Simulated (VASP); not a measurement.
# AlAs (F-43m) in VASP: single point with PBE

Aim: the single point of AlAs with PBE.

Program: VASP 6.6.1. These are calculated values, not measurements. Logs are shortened: lines on timing, memory, paths and dates and some standing lists are left out, and cuts for length are marked.

## Step 1: The cell of the first run

Symmetry: F-43m, No. 216, cubic system. Conventional cell: a = 5.661 Å, b = 5.661 Å, c = 5.661 Å, α = 90.00°, β = 90.00°, γ = 90.00°. Within 3.2 Å of Al (site symmetry -43m) lie 4 As at 2.45 Å. Within 3.2 Å of As (site symmetry -43m) lie 4 Al at 2.45 Å.

## Step 2: Single point, PBE

Contents of INCAR:

```
SYSTEM = AlAs
  ALGO = Normal
  EDIFF = 1E-6
  ENCUT = 500
  GGA = PE
  GGA_COMPAT = .FALSE.
  ISIF = 2
  ISMEAR = 0
  LASPH = .TRUE.
  LCHARG = .FALSE.
  LREAL = .FALSE.
  LWAVE = .FALSE.
  NBANDS = 11
  NELM = 120
  PREC = Accurate
  SIGMA = 0.05
```

Contents of KPOINTS:

```
k-points
0
G
  8 8 8
  0 0 0
```

Contents of POSCAR:

```
AlAs
1.0
    0.0000000000      2.8304000000      2.8304000000
    2.8304000000      0.0000000000      2.8304000000
    2.8304000000      2.8304000000      0.0000000000
Al As
1 1
Direct
    0.0000000000      0.0000000000      0.0000000000
    0.7500000000      0.7500000000      0.7500000000
```

Potentials or basis: VASP PAW PBE potentials, release 64 (Al, As).

Launch:

```console
$ cat potpaw_PBE.64/Al/POTCAR potpaw_PBE.64/As/POTCAR > POTCAR
$ mpirun -np 1 vasp_std > vasp.out
```

OUTCAR:

```text
SYSTEM = AlAs
   EDIFF = 1E-6
   ENCUT = 500
   GGA = PE
   ISIF = 2
   ISMEAR = 0
   LASPH = .TRUE.
   LREAL = .FALSE.
   NELM = 120
   PREC = Accurate

 ion  position               nearest neighbor table
   1  0.000  0.000  0.000-   2 2.45   2 2.45   2 2.45   2 2.45
   2  0.750  0.750  0.750-   1 2.45   1 2.45   1 2.45   1 2.45

  LATTYP: Found a face centered cubic cell.
 ALAT       =     5.6608000000

  Lattice vectors:

 A1 = (   0.0000000000,   2.8304000000,   2.8304000000)
 A2 = (   2.8304000000,   0.0000000000,   2.8304000000)
 A3 = (   2.8304000000,   2.8304000000,   0.0000000000)

Analysis of symmetry for initial positions (statically):
=====================================================================
 Subroutine PRICEL returns:
 Original cell was already a primitive cell.

 Routine SETGRP: Setting up the symmetry group for a
 face centered cubic supercell.

 Subroutine GETGRP returns: Found 24 space group operations
 (whereof 24 operations were pure point group operations)
 out of a pool of 48 trial point group operations.

The static configuration has the point symmetry T_d .

Analysis of symmetry for dynamics (positions and initial velocities):
=====================================================================
 Subroutine PRICEL returns:
 Original cell was already a primitive cell.

 Routine SETGRP: Setting up the symmetry group for a
 face centered cubic supercell.

 Subroutine GETGRP returns: Found 24 space group operations
 (whereof 24 operations were pure point group operations)
 out of a pool of 48 trial point group operations.

The dynamic configuration has the point symmetry T_d .

 Subroutine INISYM returns: Found 24 space group operations
 (whereof 24 operations are pure point group operations),
 and found     1 'primitive' translations

----------------------------------------------------------------------------------------

                                     Primitive cell

  volume of cell :      45.3496

  direct lattice vectors                    reciprocal lattice vectors
     0.000000000  2.830400000  2.830400000    -0.176653477  0.176653477  0.176653477
     2.830400000  0.000000000  2.830400000     0.176653477 -0.176653477  0.176653477
     2.830400000  2.830400000  0.000000000     0.176653477  0.176653477 -0.176653477

  length of vectors
     4.002790067  4.002790067  4.002790067     0.305972797  0.305972797  0.305972797

  position of ions in fractional coordinates (direct lattice)
     0.000000000  0.000000000  0.000000000
     0.750000000  0.750000000  0.750000000

  ion indices of the primitive-cell ions
   primitive index   ion index
                 1           1
                 2           2

----------------------------------------------------------------------------------------

 KPOINTS: k-points

Automatic generation of k-mesh.
 Grid dimensions read from file:
 generate k-points for:    8    8    8

 Generating k-lattice:

  Cartesian coordinates                     Fractional coordinates (reciprocal lattice)
    -0.022081685  0.022081685  0.022081685     0.125000000  0.000000000  0.000000000
     0.022081685 -0.022081685  0.022081685     0.000000000  0.125000000  0.000000000
     0.022081685  0.022081685 -0.022081685     0.000000000  0.000000000  0.125000000

  Length of vectors
     0.038246600  0.038246600  0.038246600

  Shift w.r.t. Gamma in fractional coordinates (k-lattice)
     0.000000000  0.000000000  0.000000000

 Subroutine IBZKPT returns following result:
 ===========================================

 Found     29 irreducible k-points:

 Following reciprocal coordinates:
            Coordinates               Weight
  0.000000  0.000000  0.000000      1.000000
  0.125000  0.000000  0.000000      8.000000
  0.250000  0.000000  0.000000      8.000000
  0.375000  0.000000  0.000000      8.000000
  0.500000  0.000000  0.000000      4.000000
  0.125000  0.125000  0.000000      6.000000
[... 16 lines left out ...]
  0.500000  0.250000  0.125000     48.000000
 -0.375000  0.250000  0.125000     24.000000
 [... further k-points ...]
   k-points           NKPTS =     29   k-points in BZ     NKDIM =     29   number of bands    NBANDS=     11
   number of dos      NEDOS =    301   number of ions     NIONS =      2
   total plane-waves  NPLWV =  27000
   dimension x,y,z NGX =    30 NGY =   30 NGZ =   30
   dimension x,y,z NGXF=    60 NGYF=   60 NGZF=   60
   ions per type =               1   1
   NGX,Y,Z   is equivalent  to a cutoff of  12.46, 12.46, 12.46 a.u.
   NGXF,Y,Z  is equivalent  to a cutoff of  24.92, 24.92, 24.92 a.u.
 SYSTEM =  AlAs
   PREC   = accura    normal or accurate (medium, high low for compatibility)
   ISTART =      0    job   : 0-new  1-cont  2-samecut
   ICHARG =      2    charge: 1-file 2-atom 10-const
   ISPIN  =      1    spin polarized calculation?
   LNONCOLLINEAR =      F non collinear calculations
   LSORBIT =      F    spin-orbit coupling
   LASPH  =      T    aspherical Exc in radial PAW
   ENCUT  =  500.0 eV  36.75 Ry    6.06 a.u.   7.30  7.30  7.30*2*pi/ulx,y,z
   NELM   =    120;   NELMIN=  2; NELMDL= -5     # of ELM steps
   EDIFF  = 0.1E-05   stopping-criterion for ELM
   LREAL  =      F    real-space projection
   EDIFFG = 0.1E-04   stopping-criterion for IOM
   NSW    =      0    number of steps for IOM
   IBRION =     -1    ionic relax: 0-MD 1-quasi-New 2-CG
   NFREE  =      0    steps in history (QN), initial steepest desc. (CG)
   ISIF   =      2    stress and relaxation
   ISYM   =      2    0-nonsym 1-usesym 2-fastsym
   POTIM  = 0.5000    time-step for ionic-motion
   TEBEG  =    0.0;   TEEND  =   0.0 temperature during run
   PSTRESS=    0.0 pullay stress
   NELECT =       8.0000    total number of electrons
   NUPDOWN=      -1.0000    fix difference up-down
   EMIN   =  10.00;   EMAX   =-10.00  energy-range for DOS
   EFERMI =   0.00;   METHOD = LEGACY
   ISMEAR =     0;   SIGMA  =   0.05  broadening in eV -4-tet -1-fermi 0-gaus
   EFERMI_NEDOS =   21; number of points for ismear=-14 and -15
   IALGO  =     38    algorithm
   IMIX   =      4    mixing-type and parameters
     AMIX     =   0.40;   BMIX     =  1.00
     AMIX_MAG =   1.60;   BMIX_MAG =  1.00
  volume/ion in A,a.u.               =      22.67       153.02
  Fermi-wavevector in a.u.,A,eV,Ry     =   0.918150  1.735052 11.469706  0.843000
  Thomas-Fermi vector in A             =   2.043199
   LORBIT       =      0    0 simple, 1 ext, 2 COOP (PROOUT), +10 PAW based schemes
   GGA     = PE    functional components
   LHFCALC =     F    Hartree Fock is set to
   AEXX    =    0.0000 exact exchange contribution
   IVDW    =     0    specifies the selected vdW correction
   LEPSILON=     F    determine dielectric tensor
   LRPA    =     F    only Hartree local field effects (RPA)
 non-spin polarized calculation
 Gauss-broadening in eV      SIGMA  =   0.05
  energy-cutoff  :      500.00
  volume of cell :       45.35
 maximum number of plane-waves:      1174
 NGX is ok and might be reduce to    30
   NGX = 15   NGY = 15   NGZ = 15

 number of electron       8.0000000 magnetization

 Free energy of the ion-electron system (eV)
  ---------------------------------------------------
  ext. energy  EPLUGINS =         0.00000000
  ---------------------------------------------------
  free energy    TOTEN  =        -9.37337491 eV

  energy without entropy =       -9.37337491  energy(sigma->0) =       -9.37337491

 E-fermi :   4.1217     XC(G=0):  -9.0416

 val. band max:        3.8894435193   @ k =   0.0000   0.0000   0.0000
 cond. band min:       5.3241035170   @ k =   0.5000   0.5000   0.0000
 fundamental gap:      1.4346599977
 Fermi energy:         4.1217499504

 k-point     1 :       0.0000    0.0000    0.0000
  band No.  band energies     occupation
      1      -7.9754      2.00000
      2       3.8894      2.00000
      3       3.8894      2.00000
      4       3.8894      2.00000
      5       5.9506      0.00000
      6       8.1766      0.00000
      7       8.1766      0.00000
      8       8.1766      0.00000
      9      12.7603      0.00000
     10      12.9008      0.00000
     11      12.9008      0.00000

 k-point     2 :       0.1250    0.0000    0.0000
  band No.  band energies     occupation
      1      -7.8224      2.00000
      2       2.4637      2.00000
      3       3.7282      2.00000
      4       3.7282      2.00000
      5       6.6911      0.00000
      6       8.4589      0.00000
      7       8.4589      0.00000
      8       8.5867      0.00000
      9      12.2983      0.00000
     10      12.2983      0.00000
     11      13.4803      0.00000

 k-point     3 :       0.2500    0.0000    0.0000
  band No.  band energies     occupation
      1      -7.3978      2.00000
      2       0.5041      2.00000
      3       3.4102      2.00000
      4       3.4102      2.00000
      5       6.5078      0.00000
      6       8.8006      0.00000
      7       8.8006      0.00000
      8      10.3450      0.00000
      9      12.1956      0.00000
     10      12.1956      0.00000
     11      13.2879      0.00000

 k-point     4 :       0.3750    0.0000    0.0000
  band No.  band energies     occupation
      1      -6.8482      2.00000
      2      -1.0460      2.00000
      3       3.1563      2.00000
      4       3.1563      2.00000
      5       6.1627      0.00000
      6       8.6860      0.00000
      7       8.6860      0.00000
      8      11.6050      0.00000
      9      13.4948      0.00000
     10      13.4948      0.00000
     11      13.6326      0.00000

 k-point     5 :       0.5000    0.0000    0.0000
  band No.  band energies     occupation
      1      -6.5543      2.00000
      2      -1.6826      2.00000
      3       3.0640      2.00000
      4       3.0640      2.00000
      5       6.0329      0.00000
      6       8.5694      0.00000
      7       8.5694      0.00000
      8      11.6399      0.00000
      9      15.0847      0.00000
     10      15.4503      0.00000
     11      15.4503      0.00000
[... 211 lines left out ...]
 k-point    21 :       0.5000    0.5000    0.0000
  band No.  band energies     occupation
      1      -6.0033      2.00000
      2      -1.5428      2.00000
      3       1.7153      2.00000
      4       1.7153      2.00000
      5       5.3241      0.00000
      6       6.1819      0.00000
      7      14.2251      0.00000
      8      14.2251      0.00000
      9      15.6644      0.00000
     10      16.4475      0.00000
     11      16.4475      0.00000

 k-point    22 :       0.3750    0.2500    0.1250
  band No.  band energies     occupation
      1      -7.0424      2.00000
      2       0.1261      2.00000
      3       1.9348      2.00000
      4       2.9129      2.00000
      5       7.4838      0.00000
      6       8.1694      0.00000
      7       9.1910      0.00000
      8      10.4191      0.00000
      9      12.0691      0.00000
     10      14.3330      0.00000
     11      15.9287      0.00000

 k-point    23 :       0.5000    0.2500    0.1250
  band No.  band energies     occupation
      1      -6.5475      2.00000
      2      -0.8906      2.00000
      3       1.3496      2.00000
      4       2.5306      2.00000
      5       7.5704      0.00000
      6       8.3514      0.00000
      7       9.6782      0.00000
      8      10.7572      0.00000
      9      13.2371      0.00000
     10      14.4454      0.00000
     11      16.0694      0.00000

 k-point    24 :      -0.3750    0.2500    0.1250
  band No.  band energies     occupation
      1      -6.2915      2.00000
      2      -1.3725      2.00000
      3       1.1989      2.00000
      4       2.3470      2.00000
      5       7.5594      0.00000
      6       8.1347      0.00000
      7      10.5704      0.00000
      8      11.5338      0.00000
      9      12.2501      0.00000
     10      14.9028      0.00000
     11      16.1901      0.00000

 [... further k-points ...]
[... 5 lines left out ...]
  --------------------------------------------------------------------------------------
  -------------------------------------------------------------------------------------
  Total        0.7846644      0.7846644      0.7846644      0.0000000      0.0000000      0.0000000
  in kB       27.7217782     27.7217782     27.7217782      0.0000000      0.0000000      0.0000000
  external PRESSURE =      27.7217782 kB  Pullay stress =       0.0000000 kB

 VOLUME and BASIS-vectors are now :
 -----------------------------------------------------------------------------
  energy-cutoff  :      500.00
  volume of cell :       45.35
      direct lattice vectors                 reciprocal lattice vectors
     0.000000000  2.830400000  2.830400000    -0.176653477  0.176653477  0.176653477
     2.830400000  0.000000000  2.830400000     0.176653477 -0.176653477  0.176653477
     2.830400000  2.830400000  0.000000000     0.176653477  0.176653477 -0.176653477

 POSITION                                       TOTAL-FORCE (eV/Angst)
 -----------------------------------------------------------------------------------
      0.00000      0.00000      0.00000        -0.000000     -0.000000     -0.000000
      4.24560      4.24560      4.24560         0.000000      0.000000      0.000000
 -----------------------------------------------------------------------------------
    total drift:                                0.000000      0.000000      0.000000

  FREE ENERGIE OF THE ION-ELECTRON SYSTEM (eV)
  ---------------------------------------------------
  free  energy   TOTEN  =        -9.3733749078 eV

  energy  without entropy=       -9.3733749078  energy(sigma->0) =       -9.37337491
```

It took 24 s on 1 thread of Intel Xeon 8259CL, shared host; peak memory 0.17 GiB.

Results:

* Free energy: -9.3734 eV
* Pressure: 2.8 GPa
* Band gap on the k mesh: 1.43 eV, indirect (least direct gap 2.06 eV)

Levels at points of the mesh, in eV from the valence-band top:
| k point | band 1 | band 2 | band 3 | band 4 | band 5 | band 6 | band 7 | band 8 | band 9 |
| --- | --- | --- | --- | --- | --- | --- | --- | --- | --- |
| (0.00, 0.00, 0.00) | -11.86 | 0.00 | 0.00 | 0.00 | 2.06 | 4.29 | 4.29 | 4.29 | 8.87 |
| (0.50, 0.00, 0.00) | -10.44 | -5.57 | -0.83 | -0.83 | 2.14 | 4.68 | 4.68 | 7.75 | 11.20 |
| (0.50, 0.50, 0.00) | -9.89 | -5.43 | -2.17 | -2.17 | 1.43 | 2.29 | 10.34 | 10.34 | 11.78 |

A k mesh can miss the band edges. A hybrid or GW would open this gap; PBE tends to underestimate it.
